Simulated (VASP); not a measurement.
**NdAgO4: relaxation of cell and atoms with PBE**

Crystal: NdAgO4.

```
CELL_PARAMETERS angstrom
0.00000 3.42439 3.42439
3.42439 0.00000 3.42439
3.42439 3.42439 0.00000
ATOMIC_POSITIONS crystal
Nd 0.25000 0.25000 0.25000
Ag 0.00000 0.00000 0.00000
O 0.12392 0.62536 0.62536
O 0.62536 0.12392 0.62536
O 0.62536 0.62536 0.12392
O 0.62536 0.62536 0.62536
```

The cell was built from a structure type or drawn by symmetry, and may not be a known phase.

- Program: VASP 6.6.1
- Task: relaxation of cell and atoms
- Functional: PBE
- Potentials or basis: VASP PAW PBE potentials, release 64 (Nd_3, Ag, O), 4f in core
- Cutoff: 600 eV
- k mesh: 4 × 4 × 4
- Occupations: gaussian, width 0.1 eV
- Spin: no spin polarisation
- Dipole correction: no
- Mended: yes
- Further INCAR settings: ALGO = Normal; EDIFF = 1e-07; IBRION = 2; EDIFFG = -0.04; NSW = 90; ISIF = 3

```yaml
Relaxed_volume: 11.91 Å³/atom
Relaxed_cell: a = 4.658 Å, b = 4.658 Å, c = 4.658 Å, α = 60.00°, β = 60.00°, γ = 60.00°
Space_group_after_relaxing_to_0.1_Å: F-43m (No. 216)
Energy_gained_by_relaxing: 62.2 meV/atom
Ionic_steps: 5
Pressure_after_relaxing: -0.2 GPa
Largest_force_after_relaxing: 0.028 eV/Å
Band_gap_on_the_k_mesh: zero (bands 23 and 24 overlap by 0.23 eV)
```

Forces in eV/Å, atoms in the order of the input:
```
Nd   0.000  0.000  0.000
Ag   0.000  0.000  0.000
O   -0.016  0.016  0.016
O    0.016 -0.016  0.016
O    0.016  0.016 -0.016
O   -0.016 -0.016 -0.016
```

Step by step:
| step | energy change (eV) | largest force (eV/Å) | pressure (GPa) | volume (Å³) |
| --- | --- | --- | --- | --- |
| 1 | 0.0000 | 0.2999 | -11.43 | 80.31 |
| 2 | -0.3584 | 0.0482 | 3.03 | 69.72 |
| 3 | -0.3723 | 0.1005 | 0.13 | 71.22 |
| 4 | -0.3721 | 0.1061 | -0.19 | 71.40 |
| 5 | -0.3733 | 0.0284 | -0.23 | 71.44 |

Final structure:
```
Nd Ag O
1.0
     0.00000    3.29336    3.29336
     3.29336    0.00000    3.29336
     3.29336    3.29336    0.00000
Nd Ag O
1 1 4
Direct
  0.25000 0.25000 0.25000
  0.00000 0.00000 0.00000
  0.12817 0.62394 0.62394
  0.62394 0.12817 0.62394
  0.62394 0.62394 0.12817
  0.62394 0.62394 0.62394
```

Levels at points of the mesh, in eV from the Fermi level:
```
           k point  band 20  band 21  band 22  band 23  band 24  band 25  band 26  band 27
(0.00, 0.00, 0.00)    -0.13    -0.13    -0.13     0.31     0.69     0.69     0.69     4.35
(0.50, 0.00, 0.00)    -1.81    -1.55    -1.55    -0.09     0.61     0.61     1.17     4.53
(0.50, 0.50, 0.00)    -2.45    -1.87    -1.87    -1.21     0.47     0.47     2.30     3.87
```

It took 2.1 min on 1 thread of AMD EPYC 7R43 64-Core Processor (Zen 3), with other jobs on the host, peak memory 0.23 GiB.

Caveat: the k points lie up to 0.41 Å⁻¹ apart in the final cell; spin-orbit coupling is left out, which moves the levels of the heavy elements; the 4f electrons are frozen in the core, so they carry no moment and show no levels; the run has no spin polarisation, though such a crystal can be magnetic. Spin polarisation is off, so any magnetic state and its effect on volume and gap are missing.
